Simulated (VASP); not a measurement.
Zn:

```
CELL_PARAMETERS angstrom
2.66480 0.00000 0.00000
-1.33240 2.30778 0.00000
0.00000 0.00000 4.94670
ATOMIC_POSITIONS crystal
Zn 0.33333 0.66667 0.25000
Zn 0.66667 0.33333 0.75000
```

- Program: VASP 6.6.1
- Task: relaxation of cell and atoms
- Functional: r2SCAN
- Potentials or basis: VASP PAW PBE potentials, release 64 (Zn)
- Cutoff: 600 eV
- k mesh: 18 × 18 × 8
- Occupations: gaussian, width 0.1 eV
- Spin: no spin polarisation

At the start: pressure -4.2 GPa; volume 15.21 Å³/atom.

**Question.** Where does the relaxation end?

**Answer.** Over 8 steps the energy falls by 12.8 meV/atom and the volume is 14.59 Å³/atom (-4.1 %); space group P6_3/mmc (No. 194, to 0.1 Å) before and after.

Step by step:
| step | energy change (eV) | largest force (eV/Å) | pressure (GPa) | volume (Å³) |
| --- | --- | --- | --- | --- |
| 1 | 0.0000 | 0.0000 | -4.19 | 30.42 |
| 2 | -0.0246 | 0.0000 | 0.70 | 28.70 |
| 3 | -0.0248 | 0.0000 | 0.13 | 28.86 |
| 4 | -0.0248 | 0.0000 | -0.01 | 28.89 |
| 5 | -0.0249 | 0.0000 | -0.06 | 28.91 |
| 6 | -0.0252 | 0.0000 | 0.09 | 28.96 |
| 7 | -0.0255 | 0.0000 | 0.26 | 29.07 |
| 8 | -0.0255 | 0.0000 | 0.01 | 29.18 |

Final structure:
```
Zn
1.0
     2.59891    0.00000    0.00000
    -1.29945    2.25072    0.00000
     0.00000    0.00000    4.98817
Zn
2
Direct
  0.33333 0.66667 0.25000
  0.66667 0.33333 0.75000
```

Caveat: the PAW data sets were made with another functional, which shifts forces and pressure a little.
